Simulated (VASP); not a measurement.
**Mo: single point with LDA**

Mo:

```
Mo
1.0
     3.00906    0.00000    0.00000
    -1.50453    2.60592    0.00000
     0.00000    0.00000    2.55518
Mo
1
Direct
  0.00000 0.00000 0.50000
```

This cell differs from its parent crystal: strain +0.1000 x Voigt [1, 1, 0, 0, 0, 0].

```
Program                : VASP 6.6.1
Task                   : single point
Functional             : LDA
Potentials or basis    : VASP PAW LDA potentials, release 64 (Mo_sv)
Cutoff                 : 520 eV
k mesh                 : 18 × 18 × 18
Occupations            : gaussian, width 0.15 eV
Spin                   : no spin polarisation
Dipole correction      : no
Further INCAR settings : ALGO = Normal; EDIFF = 1e-06; NBANDS = 13
```

```json
{
  "Pressure": "-31.8 GPa",
  "Band gap on the k mesh": "zero (bands 7 and 8 overlap by 1.20 eV)"
}
```

Stress tensor (GPa, compression positive):
```
-32.75   0.00   0.00
  0.00 -32.75   0.00
  0.00   0.00 -30.01
```

Levels at points of the mesh, in eV from the Fermi level:
| k point | band 5 | band 6 | band 7 | band 8 | band 9 | band 10 |
| --- | --- | --- | --- | --- | --- | --- |
| (0.00, 0.00, 0.00) | -5.92 | -3.50 | -0.67 | -0.67 | 3.62 | 3.62 |
| (0.50, 0.00, 0.00) | -3.74 | -3.00 | 0.54 | 1.97 | 2.94 | 3.26 |
| (0.00, 0.00, 0.50) | -2.55 | -0.07 | -0.07 | 0.28 | 0.28 | 0.87 |
| (0.50, 0.00, 0.50) | -4.08 | -1.95 | -0.89 | 3.39 | 5.15 | 6.19 |

It took 92 s on 1 thread of Intel Xeon 8259CL, with other jobs on the host, peak memory 0.2 GiB.

Caveat: the cell differs from its parent crystal (strain +0.1000 x Voigt [1, 1, 0, 0, 0, 0]); the cell stands under tension.
